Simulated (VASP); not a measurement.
# ZrB2W3 (P-3m1) in VASP: notebook

The runs below take ZrB2W3 through single point, with PBE.

All numbers are computed with VASP 6.6.1; they aren't measurements. Logs are shortened: lines on timing, memory, paths and dates and some standing lists are left out, and cuts for length are marked.

**1. The cell of the first run**

Symmetry: P-3m1, No. 164, trigonal system. Conventional cell: a = 4.101 Å, b = 4.101 Å, c = 5.958 Å, α = 90.00°, β = 90.00°, γ = 120.00°. Within 3.8 Å of Zr (site symmetry -3m) lie 6 B at 2.86 Å and 8 W at 2.98 to 3.08 Å. B (site symmetry 3m) has 7 W at 2.40 to 2.74 Å and 3 Zr at 2.86 Å within 3.2 Å. W (site symmetry 3m) has 4 B at 2.40 Å and 6 W at 2.58 to 3.12 Å and 3 Zr at 3.08 Å within 3.2 Å. Within 3.4 Å of W (site symmetry -3m) lie 6 W at 2.58 Å and 6 B at 2.74 Å and 2 Zr at 2.98 Å.

The cell was generated, and may not be a known phase.

**2. Single point, PBE**

INCAR reads:

```
PREC = Accurate
ENCUT = 520
EDIFF = 1E-6
ISMEAR = 0
SIGMA = 0.1
LREAL = F
LASPH = T
NELM = 60
ALGO = Normal
ISIF = 2
LWAVE = F
LCHARG = F
GGA = PE
NBANDS = 39
```

KPOINTS reads:

```
regular mesh
0
Gamma
  6 6 4
```

POSCAR reads:

```
ZrB2W3
1.0
    4.1012673822      0.0000000000      0.0000000000
   -2.0506336911      3.5518017407      0.0000000000
    0.0000000000      0.0000000000      5.9577681724
Zr B W
1 2 3
Direct
    0.0000000000      0.0000000000      0.0000000000
    0.6666666667      0.3333333333      0.7319107782
    0.3333333333      0.6666666667      0.2680892218
    0.6666666667      0.3333333333      0.3298213531
    0.3333333333      0.6666666667      0.6701786469
    0.0000000000      0.0000000000      0.5000000000
```

Potentials or basis: VASP PAW PBE potentials, release 64 (Zr_sv, B, W_sv).

The run is started by

```bash
cat potpaw_PBE.64/Zr_sv/POTCAR potpaw_PBE.64/B/POTCAR potpaw_PBE.64/W_sv/POTCAR > POTCAR
mpirun -np 1 vasp_std > vasp.out
```

OUTCAR:

```text
PREC = Accurate
   ENCUT = 520
   EDIFF = 1E-6
   ISMEAR = 0
   LREAL = F
   LASPH = T
   NELM = 60
   ISIF = 2
   GGA = PE

 ion  position               nearest neighbor table
   1  0.000  0.000  0.000-   2 2.86   3 2.86   2 2.86   3 2.86   2 2.86   3 2.86   6 2.98   6 2.98
                             4 3.08   5 3.08   4 3.08   5 3.08   5 3.08   4 3.08
   2  0.667  0.333  0.732-   4 2.40   5 2.40   5 2.40   5 2.40   6 2.74   6 2.74   6 2.74   1 2.86
                             1 2.86   1 2.86
   3  0.333  0.667  0.268-   5 2.40   4 2.40   4 2.40   4 2.40   6 2.74   6 2.74   6 2.74   1 2.86
                             1 2.86   1 2.86
   4  0.667  0.333  0.330-   2 2.40   3 2.40   3 2.40   3 2.40   6 2.58   6 2.58   6 2.58   1 3.08
                             1 3.08   1 3.08   5 3.12   5 3.12   5 3.12
   5  0.333  0.667  0.670-   3 2.40   2 2.40   2 2.40   2 2.40   6 2.58   6 2.58   6 2.58   1 3.08
                             1 3.08   1 3.08   4 3.12   4 3.12   4 3.12
   6  0.000  0.000  0.500-   4 2.58   5 2.58   4 2.58   5 2.58   4 2.58   5 2.58   2 2.74   3 2.74
                             3 2.74   2 2.74   2 2.74   3 2.74   1 2.98   1 2.98

  LATTYP: Found a hexagonal cell.
 ALAT       =     4.1012673822
 C/A-ratio  =     1.4526651440

  Lattice vectors:

 A1 = (   4.1012673822,   0.0000000000,   0.0000000000)
 A2 = (  -2.0506336911,   3.5518017407,   0.0000000000)
 A3 = (   0.0000000000,   0.0000000000,   5.9577681724)

Analysis of symmetry for initial positions (statically):
=====================================================================
 Subroutine PRICEL returns:
 Original cell was already a primitive cell.

 Routine SETGRP: Setting up the symmetry group for a
 hexagonal supercell.

 Subroutine GETGRP returns: Found 12 space group operations
 (whereof 12 operations were pure point group operations)
 out of a pool of 24 trial point group operations.

The static configuration has the point symmetry D_3d.

Analysis of symmetry for dynamics (positions and initial velocities):
=====================================================================
 Subroutine PRICEL returns:
 Original cell was already a primitive cell.

 Routine SETGRP: Setting up the symmetry group for a
 hexagonal supercell.

 Subroutine GETGRP returns: Found 12 space group operations
 (whereof 12 operations were pure point group operations)
 out of a pool of 24 trial point group operations.

The dynamic configuration has the point symmetry D_3d.

 Subroutine INISYM returns: Found 12 space group operations
 (whereof 12 operations are pure point group operations),
 and found     1 'primitive' translations

----------------------------------------------------------------------------------------

                                     Primitive cell

  volume of cell :      86.7861

  direct lattice vectors                    reciprocal lattice vectors
     4.101267382  0.000000000  0.000000000     0.243827068  0.140773623  0.000000000
    -2.050633691  3.551801741  0.000000000     0.000000000  0.281547246  0.000000000
     0.000000000  0.000000000  5.957768172     0.000000000  0.000000000  0.167848089

  length of vectors
     4.101267382  4.101267382  5.957768172     0.281547246  0.281547246  0.167848089

  position of ions in fractional coordinates (direct lattice)
     0.000000000  0.000000000  0.000000000
     0.666666667  0.333333333  0.731910778
     0.333333333  0.666666667  0.268089222
     0.666666667  0.333333333  0.329821353
     0.333333333  0.666666667  0.670178647
     0.000000000  0.000000000  0.500000000

  ion indices of the primitive-cell ions
   primitive index   ion index
                 1           1
                 2           2
                 3           3
                 4           4
                 5           5
                 6           6

----------------------------------------------------------------------------------------

 KPOINTS: regular mesh

Automatic generation of k-mesh.
 Grid dimensions read from file:
 generate k-points for:    6    6    4

 Generating k-lattice:

  Cartesian coordinates                     Fractional coordinates (reciprocal lattice)
     0.040637845  0.023462271  0.000000000     0.166666667  0.000000000  0.000000000
     0.000000000  0.046924541  0.000000000     0.000000000  0.166666667  0.000000000
     0.000000000  0.000000000  0.041962022     0.000000000  0.000000000  0.250000000

  Length of vectors
     0.046924541  0.046924541  0.041962022

  Shift w.r.t. Gamma in fractional coordinates (k-lattice)
     0.000000000  0.000000000  0.000000000

 Subroutine IBZKPT returns following result:
 ===========================================

 Found     24 irreducible k-points:

 Following reciprocal coordinates:
            Coordinates               Weight
  0.000000  0.000000  0.000000      1.000000
  0.166667  0.000000  0.000000      6.000000
  0.333333 -0.000000  0.000000      6.000000
  0.500000 -0.000000  0.000000      3.000000
  0.166667  0.166667  0.000000      6.000000
  0.333333  0.166667  0.000000     12.000000
[... 16 lines left out ...]
  0.333333  0.166667  0.500000     12.000000
  0.333333  0.333333  0.500000      2.000000
   k-points           NKPTS =     24   k-points in BZ     NKDIM =     24   number of bands    NBANDS=     39
   number of dos      NEDOS =    301   number of ions     NIONS =      6
   total plane-waves  NPLWV =  49152
   dimension x,y,z NGX =    32 NGY =   32 NGZ =   48
   dimension x,y,z NGXF=    64 NGYF=   64 NGZF=   96
   ions per type =               1   2   3
   NGX,Y,Z   is equivalent  to a cutoff of  12.97, 12.97, 13.39 a.u.
   NGXF,Y,Z  is equivalent  to a cutoff of  25.94, 25.94, 26.79 a.u.
 SYSTEM =  unknown system
   PREC   = accura    normal or accurate (medium, high low for compatibility)
   ISTART =      0    job   : 0-new  1-cont  2-samecut
   ICHARG =      2    charge: 1-file 2-atom 10-const
   ISPIN  =      1    spin polarized calculation?
   LNONCOLLINEAR =      F non collinear calculations
   LSORBIT =      F    spin-orbit coupling
   LASPH  =      T    aspherical Exc in radial PAW
   ENCUT  =  520.0 eV  38.22 Ry    6.18 a.u.   7.63  7.63 11.08*2*pi/ulx,y,z
   NELM   =     60;   NELMIN=  2; NELMDL= -5     # of ELM steps
   EDIFF  = 0.1E-05   stopping-criterion for ELM
   LREAL  =      F    real-space projection
   EDIFFG = 0.1E-04   stopping-criterion for IOM
   NSW    =      0    number of steps for IOM
   IBRION =     -1    ionic relax: 0-MD 1-quasi-New 2-CG
   NFREE  =      0    steps in history (QN), initial steepest desc. (CG)
   ISIF   =      2    stress and relaxation
   ISYM   =      2    0-nonsym 1-usesym 2-fastsym
   POTIM  = 0.5000    time-step for ionic-motion
   TEBEG  =    0.0;   TEEND  =   0.0 temperature during run
   PSTRESS=    0.0 pullay stress
   NELECT =      60.0000    total number of electrons
   NUPDOWN=      -1.0000    fix difference up-down
   EMIN   =  10.00;   EMAX   =-10.00  energy-range for DOS
   EFERMI =   0.00;   METHOD = LEGACY
   ISMEAR =     0;   SIGMA  =   0.10  broadening in eV -4-tet -1-fermi 0-gaus
   EFERMI_NEDOS =   21; number of points for ismear=-14 and -15
   IALGO  =     38    algorithm
   IMIX   =      4    mixing-type and parameters
     AMIX     =   0.40;   BMIX     =  1.00
     AMIX_MAG =   1.60;   BMIX_MAG =  1.00
  volume/ion in A,a.u.               =      14.46        97.61
  Fermi-wavevector in a.u.,A,eV,Ry     =   1.447577  2.735525 28.510739  2.095480
  Thomas-Fermi vector in A             =   2.565516
   LORBIT       =      0    0 simple, 1 ext, 2 COOP (PROOUT), +10 PAW based schemes
   GGA     = PE    functional components
   LHFCALC =     F    Hartree Fock is set to
   AEXX    =    0.0000 exact exchange contribution
   IVDW    =     0    specifies the selected vdW correction
   LEPSILON=     F    determine dielectric tensor
   LRPA    =     F    only Hartree local field effects (RPA)
 non-spin polarized calculation
 Gauss-broadening in eV      SIGMA  =   0.10
  energy-cutoff  :      520.00
  volume of cell :       86.79
 maximum number of plane-waves:      2362
 NGX is ok and might be reduce to    32
   NGX = 15   NGY = 15   NGZ = 23

 number of electron      60.0000000 magnetization

 Free energy of the ion-electron system (eV)
  ---------------------------------------------------
  ext. energy  EPLUGINS =         0.00000000
  ---------------------------------------------------
  free energy    TOTEN  =       -58.95133554 eV

  energy without entropy =      -58.92221522  energy(sigma->0) =      -58.93677538

 E-fermi :   9.8151     XC(G=0): -12.5318

 val. band max:        9.8124878062   @ k =   0.3333   0.1667   0.0000
 cond. band min:       9.8171923939   @ k =   0.1667   0.1667   0.5000
 fundamental gap:      0.0047045877
 Fermi energy:         9.8151469601

 k-point     1 :       0.0000    0.0000    0.0000
  band No.  band energies     occupation
      1     -64.4812      2.00000
      2     -64.1536      2.00000
      3     -64.1131      2.00000
      4     -39.0437      2.00000
      5     -29.1923      2.00000
      6     -29.1923      2.00000
[... 31 lines left out ...]
     38      13.2772      0.00000
     39      14.2915      0.00000

 k-point     2 :       0.1667    0.0000    0.0000
  band No.  band energies     occupation
      1     -64.4701      2.00000
      2     -64.1546      2.00000
      3     -64.1234      2.00000
      4     -39.0428      2.00000
      5     -29.2386      2.00000
      6     -29.2076      2.00000
[... 31 lines left out ...]
     38      13.6379      0.00000
     39      14.0699      0.00000

 k-point     3 :       0.3333   -0.0000    0.0000
  band No.  band energies     occupation
      1     -64.4455      2.00000
      2     -64.1584      2.00000
      3     -64.1448      2.00000
      4     -39.0410      2.00000
      5     -29.3183      2.00000
      6     -29.2525      2.00000
[... 832 lines left out ...]
 k-point    23 :       0.3333    0.1667    0.5000
  band No.  band energies     occupation
      1     -64.4318      2.00000
      2     -64.1620      2.00000
      3     -64.1551      2.00000
      4     -39.0407      2.00000
      5     -29.3393      2.00000
      6     -29.2680      2.00000
[... 31 lines left out ...]
     38      12.7449      0.00000
     39      13.1875      0.00000

 k-point    24 :       0.3333    0.3333    0.5000
  band No.  band energies     occupation
      1     -64.4244      2.00000
      2     -64.1623      2.00000
      3     -64.1623      2.00000
      4     -39.0402      2.00000
      5     -29.3070      2.00000
      6     -29.3070      2.00000
[... 31 lines left out ...]
     38      13.3851      0.00000
     39      13.3852      0.00000

------------------------ aborting loop because EDIFF is reached ----------------------------------------

  FORCE on cell =-STRESS in cart. coord.  units (eV):
  Direction    XX          YY          ZZ          XY          YZ          ZX
  --------------------------------------------------------------------------------------
  -------------------------------------------------------------------------------------
  Total        0.2617576      0.2617576      0.1311992     -0.0000000     -0.0000000      0.0000000
  in kB        4.8323623      4.8323623      2.4220967     -0.0000000     -0.0000000      0.0000000
  external PRESSURE =       4.0289404 kB  Pullay stress =       0.0000000 kB

 VOLUME and BASIS-vectors are now :
 -----------------------------------------------------------------------------
  energy-cutoff  :      520.00
  volume of cell :       86.79
      direct lattice vectors                 reciprocal lattice vectors
     4.101267382  0.000000000  0.000000000     0.243827068  0.140773623  0.000000000
    -2.050633691  3.551801741  0.000000000     0.000000000  0.281547246  0.000000000
     0.000000000  0.000000000  5.957768172     0.000000000  0.000000000  0.167848089

 POSITION                                       TOTAL-FORCE (eV/Angst)
 -----------------------------------------------------------------------------------
      0.00000      0.00000      0.00000         0.000000      0.000000      0.000000
      2.05063      1.18393      4.36055         0.000000      0.000000      0.008396
     -0.00000      2.36787      1.59721         0.000000     -0.000000     -0.008396
      2.05063      1.18393      1.96500        -0.000000     -0.000000     -0.052077
     -0.00000      2.36787      3.99277         0.000000      0.000000      0.052077
      0.00000      0.00000      2.97888         0.000000      0.000000      0.000000
 -----------------------------------------------------------------------------------
    total drift:                                0.000000     -0.000000      0.000000

  FREE ENERGIE OF THE ION-ELECTRON SYSTEM (eV)
  ---------------------------------------------------
  free  energy   TOTEN  =       -58.9513355379 eV

  energy  without entropy=      -58.9222152186  energy(sigma->0) =      -58.93677538
```

Run time: 52 s. Hardware: 1 thread of Intel Xeon 6975P-C (Granite Rapids), shared host; peak memory 0.25 GiB.

What came out:

```
Free energy            : -58.9513 eV
Pressure               : 0.4 GPa
Largest force          : 0.052 eV/Å
Band gap on the k mesh : zero (bands 30 and 31 overlap by 1.86 eV)
```

Forces on the atoms (eV/Å):
```
Zr   0.000  0.000  0.000
B    0.000  0.000  0.008
B    0.000  0.000 -0.008
W    0.000  0.000 -0.052
W    0.000  0.000  0.052
W    0.000  0.000  0.000
```

Caveat: spin-orbit coupling is left out, which moves the levels of the heavy elements.

**3. Single point, PBE**

This run uses another cell than the first one, of 16.36 Å³/atom.

INCAR reads:

```
SYSTEM = ZrB2W3
PREC     = Accurate       ! precision mode
ENCUT    = 520            ! plane-wave cutoff, eV
EDIFF    = 1E-6           ! SCF threshold, eV
ISMEAR   = 0              ! smearing method
SIGMA    = 0.1            ! smearing width, eV
LREAL    = .False.        ! projectors in reciprocal space
LASPH    = .True.         ! aspherical terms in the spheres
NELM     = 100            ! most SCF steps
ALGO     = Fast           ! electronic algorithm
ISIF     = 2              ! what is computed and relaxed
LWAVE    = .False.        ! write WAVECAR
LCHARG   = .False.        ! write CHGCAR
GGA      = PE             ! functional
NBANDS   = 39             ! bands
```

KPOINTS reads:

```
regular mesh
0
Gamma
  6 6 4
  0 0 0
```

POSCAR reads:

```
ZrB2W3
1.0
    4.1332828000      0.0000000000      0.0000000000
   -2.0666414000      3.5795279100      0.0000000000
    0.0000000000      0.0000000000      6.6359774200
Zr B W
1 2 3
Direct
    0.0000000000      0.0000000000      0.0000000000
    0.6666666700      0.3333333300      0.7436280300
    0.3333333300      0.6666666700      0.2563719700
    0.6666666700      0.3333333300      0.3575947000
    0.3333333300      0.6666666700      0.6424053000
    0.0000000000      0.0000000000      0.5000000000
```

Potentials or basis: VASP PAW PBE potentials, release 64 (Zr_sv, B, W_sv).

The run is started by

```bash
cat potpaw_PBE.64/Zr_sv/POTCAR potpaw_PBE.64/B/POTCAR potpaw_PBE.64/W_sv/POTCAR > POTCAR
mpirun -np 1 vasp_std > vasp.out
```

Wall time 86 s (1 thread of Intel Xeon 6975P-C (Granite Rapids), shared host); peak memory 0.26 GiB.

Results (log left out):

```yaml
Free_energy: -57.8791 eV
Pressure: -13.7 GPa
Largest_force: 1.434 eV/Å
Band_gap_on_the_k_mesh: zero (bands 30 and 31 overlap by 1.54 eV)
```

Forces in eV/Å, atoms in the order of the input:
```
Zr   0.000  0.000  0.000
B    0.000  0.000 -0.586
B    0.000  0.000  0.586
W    0.000  0.000 -1.434
W    0.000  0.000  1.434
W    0.000  0.000  0.000
```

Stress tensor (GPa, compression positive):
```
 -9.96   0.00   0.00
  0.00  -9.96   0.00
  0.00   0.00 -21.05
```

Levels at points of the mesh, in eV from the Fermi level:
| k point | band 27 | band 28 | band 29 | band 30 | band 31 | band 32 | band 33 | band 34 |
| --- | --- | --- | --- | --- | --- | --- | --- | --- |
| (0.00, 0.00, 0.00) | -2.28 | -0.79 | -0.79 | 0.93 | 0.93 | 1.33 | 1.33 | 1.38 |
| (0.50, 0.00, 0.00) | -2.04 | -1.65 | -1.56 | -0.04 | 0.21 | 0.38 | 0.75 | 1.59 |
| (0.00, 0.00, 0.50) | -0.68 | -0.54 | -0.54 | 0.13 | 0.60 | 0.60 | 0.95 | 0.95 |
| (0.50, 0.00, 0.50) | -2.29 | -2.08 | -1.31 | -0.19 | -0.09 | 0.95 | 1.29 | 1.32 |

Caveat: the stress differs along the axes, from -21 to -10 GPa; spin-orbit coupling is left out, which moves the levels of the heavy elements; forces of over 1 eV/Å act on the atoms, so gaps and moduli don't describe the material at rest.
